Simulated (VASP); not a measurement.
# Cu (I4/mmm) in VASP: further runs

Runs on Cu. Level: PBE. Tasks: single point, relaxation of shape and atoms at fixed volume.

Everything below comes from runs of VASP 6.6.1. Logs are shortened: lines on timing, memory, paths and dates and some standing lists are left out, and cuts for length are marked.

### Step 1. The cell of the first run

The structure is tetragonal, space group I4/mmm (No. 139). The conventional cell has a = 2.921 Å, b = 2.921 Å, c = 2.731 Å, α = 90.00°, β = 90.00°, γ = 90.00°. Cu (site symmetry 4/mmm) has 14 Cu at 2.48 to 2.92 Å within 3.3 Å.

### Step 2. Single point, PBE (volume scaled by 0.97, then relaxed in part)

The input, INCAR:

```
SYSTEM = Cu
PREC = Accurate
ENCUT = 520
EDIFF = 1E-6
ISMEAR = 0
SIGMA = 0.1
LREAL = .False.
LASPH = .True.
NELM = 80
ALGO = Fast
ISIF = 2
LWAVE = .False.
LCHARG = .False.
GGA = PE
NBANDS = 12
```

The input, KPOINTS:

```
regular mesh
0
Gamma
  20 20 20
  0 0 0
```

The input, POSCAR:

```
Cu
1.0
   -1.4606248781      1.4606248781      1.3656208157
    1.4606248781     -1.4606248781      1.3656208157
    1.4606248781      1.4606248781     -1.3656208157
Cu
1
Direct
    0.0000000000      0.0000000000      0.0000000000
```

Potentials or basis: VASP PAW PBE potentials, release 64 (Cu).

Command:

```
$ cat potpaw_PBE.64/Cu/POTCAR > POTCAR
$ mpirun -np 1 vasp_std > vasp.out
```

OUTCAR:

```text
SYSTEM = Cu
   PREC = Accurate
   ENCUT = 520
   EDIFF = 1E-6
   ISMEAR = 0
   LREAL = .False.
   LASPH = .True.
   NELM = 80
   ISIF = 2
   GGA = PE

 ion  position               nearest neighbor table
   1  0.000  0.000  0.000-

  LATTYP: Found a body centered tetragonal cell.
 ALAT       =     2.9212497562
 C/A-ratio  =     0.9349565629

  Lattice vectors:

 A1 = (  -1.4606248781,   1.4606248781,   1.3656208157)
 A2 = (   1.4606248781,  -1.4606248781,   1.3656208157)
 A3 = (   1.4606248781,   1.4606248781,  -1.3656208157)

Analysis of symmetry for initial positions (statically):
=====================================================================
 Subroutine PRICEL returns:
 Original cell was already a primitive cell.

 Routine SETGRP: Setting up the symmetry group for a
 body centered tetragonal supercell.

 Subroutine GETGRP returns: Found 16 space group operations
 (whereof 16 operations were pure point group operations)
 out of a pool of 16 trial point group operations.

The static configuration has the point symmetry D_4h.

Analysis of symmetry for dynamics (positions and initial velocities):
=====================================================================
 Subroutine PRICEL returns:
 Original cell was already a primitive cell.

 Routine SETGRP: Setting up the symmetry group for a
 body centered tetragonal supercell.

 Subroutine GETGRP returns: Found 16 space group operations
 (whereof 16 operations were pure point group operations)
 out of a pool of 16 trial point group operations.

The dynamic configuration has the point symmetry D_4h.

 Subroutine INISYM returns: Found 16 space group operations
 (whereof 16 operations are pure point group operations),
 and found     1 'primitive' translations

----------------------------------------------------------------------------------------

                                     Primitive cell

  volume of cell :      11.6538

  direct lattice vectors                    reciprocal lattice vectors
    -1.460624878  1.460624878  1.365620816     0.000000000  0.342319241  0.366133845
     1.460624878 -1.460624878  1.365620816     0.342319241  0.000000000  0.366133845
     1.460624878  1.460624878 -1.365620816     0.342319241  0.342319241  0.000000000

  length of vectors
     2.476241160  2.476241160  2.476241160     0.501234930  0.501234930  0.484112514

  position of ions in fractional coordinates (direct lattice)
     0.000000000  0.000000000  0.000000000

  ion indices of the primitive-cell ions
   primitive index   ion index
                 1           1

----------------------------------------------------------------------------------------

 KPOINTS: regular mesh

Automatic generation of k-mesh.
 Grid dimensions read from file:
 generate k-points for:   20   20   20

 Generating k-lattice:

  Cartesian coordinates                     Fractional coordinates (reciprocal lattice)
     0.000000000  0.017115962  0.018306692     0.050000000  0.000000000  0.000000000
     0.017115962  0.000000000  0.018306692     0.000000000  0.050000000  0.000000000
     0.017115962  0.017115962  0.000000000     0.000000000  0.000000000  0.050000000

  Length of vectors
     0.025061747  0.025061747  0.024205626

  Shift w.r.t. Gamma in fractional coordinates (k-lattice)
     0.000000000  0.000000000  0.000000000

 Subroutine IBZKPT returns following result:
 ===========================================

 Found    641 irreducible k-points:

 Following reciprocal coordinates:
            Coordinates               Weight
  0.000000  0.000000  0.000000      1.000000
  0.050000  0.000000  0.000000      8.000000
  0.100000  0.000000 -0.000000      8.000000
  0.150000 -0.000000  0.000000      8.000000
  0.200000  0.000000 -0.000000      8.000000
  0.250000 -0.000000  0.000000      8.000000
[... 16 lines left out ...]
 -0.400000  0.050000 -0.000000     16.000000
 -0.350000  0.050000  0.000000     16.000000
 [... further k-points ...]
   k-points           NKPTS =    641   k-points in BZ     NKDIM =    641   number of bands    NBANDS=     12
   number of dos      NEDOS =    301   number of ions     NIONS =      1
   total plane-waves  NPLWV =   5832
   dimension x,y,z NGX =    18 NGY =   18 NGZ =   18
   dimension x,y,z NGXF=    36 NGYF=   36 NGZF=   36
   ions per type =               1
   NGX,Y,Z   is equivalent  to a cutoff of  12.08, 12.08, 12.08 a.u.
   NGXF,Y,Z  is equivalent  to a cutoff of  24.17, 24.17, 24.17 a.u.
 SYSTEM =  Cu
   PREC   = accura    normal or accurate (medium, high low for compatibility)
   ISTART =      0    job   : 0-new  1-cont  2-samecut
   ICHARG =      2    charge: 1-file 2-atom 10-const
   ISPIN  =      1    spin polarized calculation?
   LNONCOLLINEAR =      F non collinear calculations
   LSORBIT =      F    spin-orbit coupling
   LASPH  =      T    aspherical Exc in radial PAW
   ENCUT  =  520.0 eV  38.22 Ry    6.18 a.u.   4.60  4.60  4.60*2*pi/ulx,y,z
   NELM   =     80;   NELMIN=  2; NELMDL= -5     # of ELM steps
   EDIFF  = 0.1E-05   stopping-criterion for ELM
   LREAL  =      F    real-space projection
   EDIFFG = 0.1E-04   stopping-criterion for IOM
   NSW    =      0    number of steps for IOM
   IBRION =     -1    ionic relax: 0-MD 1-quasi-New 2-CG
   NFREE  =      0    steps in history (QN), initial steepest desc. (CG)
   ISIF   =      2    stress and relaxation
   ISYM   =      2    0-nonsym 1-usesym 2-fastsym
   POTIM  = 0.5000    time-step for ionic-motion
   TEBEG  =    0.0;   TEEND  =   0.0 temperature during run
   PSTRESS=    0.0 pullay stress
   NELECT =      11.0000    total number of electrons
   NUPDOWN=      -1.0000    fix difference up-down
   EMIN   =  10.00;   EMAX   =-10.00  energy-range for DOS
   EFERMI =   0.00;   METHOD = LEGACY
   ISMEAR =     0;   SIGMA  =   0.10  broadening in eV -4-tet -1-fermi 0-gaus
   EFERMI_NEDOS =   21; number of points for ismear=-14 and -15
   IALGO  =     68    algorithm
   IMIX   =      4    mixing-type and parameters
     AMIX     =   0.40;   BMIX     =  1.00
     AMIX_MAG =   1.60;   BMIX_MAG =  1.00
  volume/ion in A,a.u.               =      11.65        78.64
  Fermi-wavevector in a.u.,A,eV,Ry     =   1.605893  3.034697 35.087953  2.578892
  Thomas-Fermi vector in A             =   2.702167
   LORBIT       =      0    0 simple, 1 ext, 2 COOP (PROOUT), +10 PAW based schemes
   GGA     = PE    functional components
   LHFCALC =     F    Hartree Fock is set to
   AEXX    =    0.0000 exact exchange contribution
   IVDW    =     0    specifies the selected vdW correction
   LEPSILON=     F    determine dielectric tensor
   LRPA    =     F    only Hartree local field effects (RPA)
 non-spin polarized calculation
 RMM-DIIS sequential band-by-band and
 Gauss-broadening in eV      SIGMA  =   0.10
  energy-cutoff  :      520.00
  volume of cell :       11.65
 maximum number of plane-waves:       330
   NGX =  9   NGY =  9   NGZ =  9

 number of electron      11.0000004 magnetization

 Free energy of the ion-electron system (eV)
  ---------------------------------------------------
  ext. energy  EPLUGINS =         0.00000000
  ---------------------------------------------------
  free energy    TOTEN  =        -3.68539019 eV

  energy without entropy =       -3.68310656  energy(sigma->0) =       -3.68424838

 E-fermi :   7.7545     XC(G=0): -12.8046

 val. band max:        7.7446935069   @ k =   0.4500   0.4500   0.0500
 cond. band min:       7.7586692190   @ k =   0.3000   0.1000   0.1000
 fundamental gap:      0.0139757121
 Fermi energy:         7.7545447026

 k-point     1 :       0.0000    0.0000    0.0000
  band No.  band energies     occupation
      1      -1.6956      2.00000
      2       4.4340      2.00000
      3       4.7074      2.00000
      4       4.7074      2.00000
      5       5.4670      2.00000
      6       5.7574      2.00000
      7      32.1777      0.00000
      8      32.1777      0.00000
      9      34.0460      0.00000
     10      36.2381      0.00000
     11      36.3211      0.00000
     12      36.3267      0.00000

 k-point     2 :       0.0500    0.0000    0.0000
  band No.  band energies     occupation
      1      -1.5957      2.00000
      2       4.4437      2.00000
      3       4.7041      2.00000
      4       4.7155      2.00000
      5       5.4692      2.00000
      6       5.7420      2.00000
      7      31.6664      0.00000
      8      31.8813      0.00000
      9      33.1035      0.00000
     10      34.9938      0.00000
     11      35.3534      0.00000
     12      35.8320      0.00000

 k-point     3 :       0.1000    0.0000   -0.0000
  band No.  band energies     occupation
      1      -1.2986      2.00000
      2       4.4395      2.00000
      3       4.6904      2.00000
      4       4.7729      2.00000
      5       5.4770      2.00000
      6       5.7039      2.00000
      7      29.9276      0.00000
      8      31.1962      0.00000
      9      31.3912      0.00000
     10      33.4274      0.00000
     11      34.4264      0.00000
     12      35.6964      0.00000

 k-point     4 :       0.1500   -0.0000    0.0000
  band No.  band energies     occupation
      1      -0.8139      2.00000
      2       4.3807      2.00000
      3       4.6582      2.00000
      4       4.9198      2.00000
      5       5.4936      2.00000
      6       5.6628      2.00000
      7      27.3234      0.00000
      8      30.0201      0.00000
      9      30.3391      0.00000
     10      31.9938      0.00000
     11      33.6053      0.00000
     12      36.1168      0.00000

 k-point     5 :       0.2000    0.0000   -0.0000
  band No.  band energies     occupation
      1      -0.1616      2.00000
      2       4.2810      2.00000
      3       4.6108      2.00000
      4       5.1400      2.00000
      5       5.5208      2.00000
      6       5.6401      2.00000
      7      24.5932      0.00000
      8      28.7659      0.00000
      9      29.3233      0.00000
     10      30.8777      0.00000
     11      32.9622      0.00000
     12      36.8355      0.00000
[... 228 lines left out ...]
      1       2.6970      2.00000
      2       3.7920      2.00000
      3       5.5836      2.00000
      4       5.7735      2.00000
      5       6.1954      2.00000
      6       7.4935      1.99978
      7      12.6922      0.00000
      8      23.8330      0.00000
      9      24.8768      0.00000
     10      29.4107      0.00000
     11      32.3921      0.00000
     12      41.3481      0.00000

 k-point    22 :      -0.4500    0.0500   -0.0000
  band No.  band energies     occupation
      1       2.6176      2.00000
      2       3.8296      2.00000
      3       5.5942      2.00000
      4       5.6355      2.00000
      5       6.0162      2.00000
      6       6.7932      2.00000
      7      14.0456      0.00000
      8      23.9935      0.00000
      9      25.1890      0.00000
     10      29.5300      0.00000
     11      32.5013      0.00000
     12      41.7695      0.00000

 k-point    23 :      -0.4000    0.0500   -0.0000
  band No.  band energies     occupation
      1       2.3696      2.00000
      2       3.8998      2.00000
      3       5.1758      2.00000
      4       5.6060      2.00000
      5       5.8073      2.00000
      6       6.2668      2.00000
      7      16.0155      0.00000
      8      24.3782      0.00000
      9      25.7606      0.00000
     10      29.7512      0.00000
     11      32.6836      0.00000
     12      41.9123      0.00000

 k-point    24 :      -0.3500    0.0500    0.0000
  band No.  band energies     occupation
      1       1.8307      2.00000
      2       3.9958      2.00000
      3       4.7255      2.00000
      4       5.5878      2.00000
      5       5.7028      2.00000
      6       5.9331      2.00000
      7      18.2929      0.00000
      8      24.9599      0.00000
      9      26.5741      0.00000
     10      30.0750      0.00000
     11      32.9670      0.00000
     12      40.1423      0.00000

 [... further k-points ...]

------------------------ aborting loop because EDIFF is reached ----------------------------------------

  FORCE on cell =-STRESS in cart. coord.  units (eV):
  Direction    XX          YY          ZZ          XY          YZ          ZX
  --------------------------------------------------------------------------------------
  -------------------------------------------------------------------------------------
  Total        0.3853447      0.3853447      0.3948907      0.0000000      0.0000000      0.0000000
  in kB       52.9776222     52.9776222     54.2900228      0.0000000      0.0000000      0.0000000
  external PRESSURE =      53.4150891 kB  Pullay stress =       0.0000000 kB

 VOLUME and BASIS-vectors are now :
 -----------------------------------------------------------------------------
  energy-cutoff  :      520.00
  volume of cell :       11.65
      direct lattice vectors                 reciprocal lattice vectors
    -1.460624878  1.460624878  1.365620816     0.000000000  0.342319241  0.366133845
     1.460624878 -1.460624878  1.365620816     0.342319241  0.000000000  0.366133845
     1.460624878  1.460624878 -1.365620816     0.342319241  0.342319241  0.000000000

 POSITION                                       TOTAL-FORCE (eV/Angst)
 -----------------------------------------------------------------------------------
      0.00000      0.00000      0.00000         0.000000      0.000000     -0.000000
 -----------------------------------------------------------------------------------
    total drift:                                0.000000      0.000000      0.000000

  FREE ENERGIE OF THE ION-ELECTRON SYSTEM (eV)
  ---------------------------------------------------
  free  energy   TOTEN  =        -3.6853901882 eV

  energy  without entropy=       -3.6831065625  energy(sigma->0) =       -3.68424838
```

Wall time 33 s (1 thread of Intel Xeon 6975P-C (Granite Rapids), shared host); peak memory 0.19 GiB.

What came out:

* Free energy: -3.6854 eV
* Pressure: 5.3 GPa

Stress tensor (GPa, compression positive):
```
5.30 0.00 0.00
0.00 5.30 0.00
0.00 0.00 5.43
```

Levels at points of the mesh, in eV from the Fermi level:
```
           k point  band 2  band 3  band 4  band 5  band 6  band 7  band 8  band 9  band 10  band 11
(0.00, 0.00, 0.00)   -3.32   -3.05   -3.05   -2.29   -2.00   24.42   24.42   26.29    28.48    28.57
(0.50, 0.00, 0.00)   -3.98   -2.16   -1.88   -1.37   -0.43    4.69   17.06   17.11    21.02    24.00
(0.50, 0.50, 0.00)   -3.64   -2.37   -2.09   -1.41   -0.95    3.94   18.84   19.11    22.67    25.56
(0.50, 0.50, 0.50)   -4.68   -1.57   -1.57   -1.50    7.43    7.43   10.04   13.03    13.73    16.84
```

### Step 3. Single point, PBE (volume scaled by 1.03, then relaxed in part)

The input, INCAR:

```
PREC = Accurate ; ENCUT = 520
EDIFF = 1E-6 ; ISMEAR = 0
SIGMA = 0.1 ; LREAL = F
LASPH = T ; NELM = 80
ALGO = Normal ; ISIF = 2
LWAVE = F ; LCHARG = F
GGA = PE ; NBANDS = 12
```

The input, KPOINTS:

```
regular mesh
0
Gamma
  20 20 20
```

The input, POSCAR:

```
Cu
1.0
   -1.4901404036      1.4901404036      1.3932165499
    1.4901404036     -1.4901404036      1.3932165499
    1.4901404036      1.4901404036     -1.3932165499
Cu
1
Direct
    0.0000000000      0.0000000000      0.0000000000
```

Potentials or basis: VASP PAW PBE potentials, release 64 (Cu).

Command:

```
$ cat potpaw_PBE.64/Cu/POTCAR > POTCAR
$ mpirun -np 1 vasp_std > vasp.out
```

Wall time 31 s (1 thread of Intel Xeon 6975P-C (Granite Rapids), shared host); peak memory 0.2 GiB.

It converged, with:

| Item | Value |
| --- | --- |
| Free energy | -3.6887 eV |
| Pressure | -3.2 GPa |

Stress tensor (GPa, compression positive):
```
-3.17  0.00  0.00
 0.00 -3.17  0.00
 0.00  0.00 -3.31
```

Levels at points of the mesh, in eV from the Fermi level:
```csv
k point,band 2,band 3,band 4,band 5,band 6,band 7,band 8,band 9,band 10,band 11
"(0.00, 0.00, 0.00)",-3.11,-2.86,-2.86,-2.16,-1.90,23.81,23.81,25.67,27.29,27.29
"(0.50, 0.00, 0.00)",-3.71,-2.05,-1.80,-1.33,-0.28,4.37,16.41,16.58,20.31,22.99
"(0.50, 0.50, 0.00)",-3.40,-2.24,-1.98,-1.36,-0.77,3.65,18.31,18.33,21.92,24.53
"(0.50, 0.50, 0.50)",-4.34,-1.51,-1.51,-1.45,7.21,7.21,9.71,12.63,13.14,15.90
```

### Step 4. Relaxation of shape and atoms at fixed volume, PBE (volume scaled by 0.88)

The input, INCAR:

```
PREC     = Accurate       # precision mode
ENCUT    = 600            # plane-wave cutoff, eV
EDIFF    = 1E-7           # SCF threshold, eV
ISMEAR   = 0              # smearing method
SIGMA    = 0.1            # smearing width, eV
LREAL    = F              # projectors in reciprocal space
LASPH    = T              # aspherical terms in the spheres
NELM     = 80             # most SCF steps
ALGO     = Normal         # electronic algorithm
ISIF     = 4              # what is computed and relaxed
LWAVE    = F              # write WAVECAR
LCHARG   = F              # write CHGCAR
GGA      = PE             # functional
IBRION   = 2              # ionic algorithm
NSW      = 50             # ionic steps
EDIFFG   = -0.01          # ionic threshold
```

KPOINTS is that of step 3.

The input, POSCAR:

```
Cu
1.0
   -1.4084375779      1.4084375779      1.3324264500
    1.4084375779     -1.4084375779      1.3324264500
    1.4084375779      1.4084375779     -1.3324264500
Cu
1
Direct
    0.0000000000      0.0000000000      0.0000000000
```

Command:

```
$ cat potpaw_PBE.64/Cu/POTCAR > POTCAR
$ mpirun -np 1 vasp_std > vasp.out
```

Wall time 51 s (1 thread of Intel Xeon 6975P-C (Granite Rapids), shared host); peak memory 0.2 GiB.

The run converged. Its results:

```yaml
Free_energy: -3.5899 eV
Energy_gained_by_relaxing: 0.0 meV/atom
Ionic_steps: 3
Pressure_after_relaxing: 25.0 GPa
```

Stress tensor (GPa, compression positive):
```
24.93  0.00  0.00
 0.00 24.93  0.00
 0.00  0.00 25.10
```

Final structure:
```yaml
crystal:
  lattice:
    - [-1.40650, 1.40650, 1.33609]
    - [1.40650, -1.40650, 1.33609]
    - [1.40650, 1.40650, -1.33609]
  atoms:
    - { symbol: Cu, position: [0.00000, 0.00000, 0.00000] }
```

Levels at points of the mesh, in eV from the Fermi level:
```csv
k point,band 2,band 3,band 4,band 5,band 6,band 7,band 8,band 9
"(0.00, 0.00, 0.00)",-3.66,-3.42,-3.42,-2.47,-2.21,25.58,25.58,26.98
"(0.50, 0.00, 0.00)",-4.45,-2.35,-2.09,-1.45,-0.75,5.17,17.96,18.45
"(0.50, 0.50, 0.00)",-4.15,-2.54,-2.26,-1.48,-1.19,4.57,19.33,20.11
"(0.50, 0.50, 0.50)",-5.31,-1.67,-1.67,-1.61,8.01,8.01,10.12,13.90
```

### Step 5. The runs side by side

```csv
task,cell,cutoff (eV),gap on the mesh (eV),pressure (GPa)
single point,"a = 2.476 Å, angles 107.7, 107.7, 113.1°, 1 atom",520,none,5.3
single point,"a = 2.526 Å, angles 107.7, 107.7, 113.1°, 1 atom",520,none,-3.2
relaxation of shape and atoms at fixed volume,"relaxed from a = 2.396 Å, angles 108.0, 108.0, 112.4°, 1 atom",600,none,25.0
```

Alike in all rows: level PBE; potentials or basis VASP PAW PBE potentials, release 64 (Cu); no spin polarisation; k mesh 20 × 20 × 20; smearing gaussian 0.1 eV.

Total energies depend on the potentials used, so only differences within one code and one set of settings carry meaning.
